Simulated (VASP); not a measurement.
Set up this calculation in VASP 6.6.1, as the native input.

- Task: single point
- Functional: RPBE
- Dispersion: D4
- Potentials or basis: VASP PAW PBE potentials, release 64 (Ir)
- Cutoff: 520 eV
- k mesh: 11 × 11 × 6
- Occupations: fermi-dirac, width 0.05 eV
- Spin: no spin polarisation
- Dipole correction: no
- Further INCAR settings: ALGO = Normal; EDIFF = 1e-07; NBANDS = 16

The structure of Ir lies in POSCAR:

```
Ir
1.0
    2.7133860364      0.0000000000      0.0000000000
   -1.3566930182      2.3498612378      0.0000000000
    0.0000000000      0.0000000000      4.4017913010
Ir
2
Direct
    0.3333333333      0.6666666667      0.2500000000
    0.6666666667      0.3333333333      0.7500000000
```

This isn't the form of Ir at room conditions, which is fcc.

The input as run:

INCAR

```
SYSTEM = Ir
PREC = Accurate ; ENCUT = 520
EDIFF = 1E-7 ; ISMEAR = -1
SIGMA = 0.05 ; LREAL = .False.
LASPH = .True. ; NELM = 100
ALGO = Normal ; ISIF = 2
LWAVE = .False. ; LCHARG = .False.
GGA = RP ; IVDW = 13
NBANDS = 16
```

KPOINTS

```
Automatic mesh
0
Gamma
  11 11 6
  0 0 0
```

Potentials or basis: VASP PAW PBE potentials, release 64 (Ir).

Run with:

```sh
$ cat potpaw_PBE.64/Ir/POTCAR > POTCAR
$ mpirun -np 1 vasp_std > vasp.out
```

It gave:

| Property | Result |
| --- | --- |
| Pressure | 0.5 GPa |
| Band gap on the k mesh | zero (bands 9 and 10 overlap by 3.28 eV) |
| Dispersion energy per atom | -1.742 eV |

Caveat: the dispersion term is far too large for a dense solid, which distorts pressure and volume; the PAW data sets were made with another functional, which shifts forces and pressure a little; spin-orbit coupling is left out, which moves the levels of the heavy elements.

Wall time 12 s on 1 thread of Intel(R) Xeon(R) Platinum 8488C (Sapphire Rapids), with other jobs on the host, peak memory 0.16 GiB.
